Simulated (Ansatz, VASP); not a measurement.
# One calculation of Ni, two programs

Contents of INCAR:

```
SYSTEM = Ni
ALGO = Normal ; EDIFF = 1E-6
ENCUT = 520 ; GGA = PE
ISIF = 2 ; ISMEAR = -1
LASPH = .TRUE. ; LCHARG = .TRUE.
LELF = .TRUE. ; LREAL = .FALSE.
LVHAR = .TRUE. ; LWAVE = .FALSE.
NBANDS = 11 ; NELM = 60
PREC = Accurate ; SIGMA = 0.05
```

File KPOINTS:

```
k-points
0
G
  21 21 21
  0 0 0
```

File POSCAR:

```
Ni
1.0
    0.0000000000      1.7079508272      1.7079508272
    1.7079508272      0.0000000000      1.7079508272
    1.7079508272      1.7079508272      0.0000000000
Ni
1
Direct
    0.0000000000      0.0000000000      0.0000000000
```

Input for Ansatz:

```yaml
crystal:
  lattice:
    - [0.0, 1.7079508272, 1.7079508272]
    - [1.7079508272, 0.0, 1.7079508272]
    - [1.7079508272, 1.7079508272, 0.0]
  atoms:
    - { symbol: Ni, position: [0.0, 0.0, 0.0] }
kpoints:
  mp_grid: { grid: [21, 21, 21] }
scf:
  occupations: { method: fermi_dirac, width: 0.05 }
hamiltonian:
  xc: pbe
  pseudopotentials: { kind: paw }
output:
  forces: true
  stress: true
  eigenvalues: true
  populations: true
```

Change from the starting cell: volume scaled by 0.92, PAW files.

Alike in both runs: task single point; functional PBE; k mesh 21 × 21 × 21; occupations fermi-dirac, width 0.05 eV; no spin polarisation.

|  | VASP | Ansatz |
| --- | --- | --- |
| version | VASP 6.6.1 | Ansatz 0.2.0 |
| potentials or method | VASP PAW PBE potentials, release 64 (Ni) | PAW with Ansatz's default frozen-core files, scalar-relativistic |
| plane-wave cutoff (eV) | 520 | 420 |
| valence electrons in the cell | 10 | 18 |

|  | VASP | Ansatz | Ansatz less VASP |
| --- | --- | --- | --- |
| pressure (GPa) | 20.4 | 20.7 | +0.32 |

The functional is the same, so the differences come from potentials, cutoffs and numerics. VASP's potentials hold 10 valence electrons a cell and Ansatz's 18, so a difference there can come from the potentials and not from the codes.
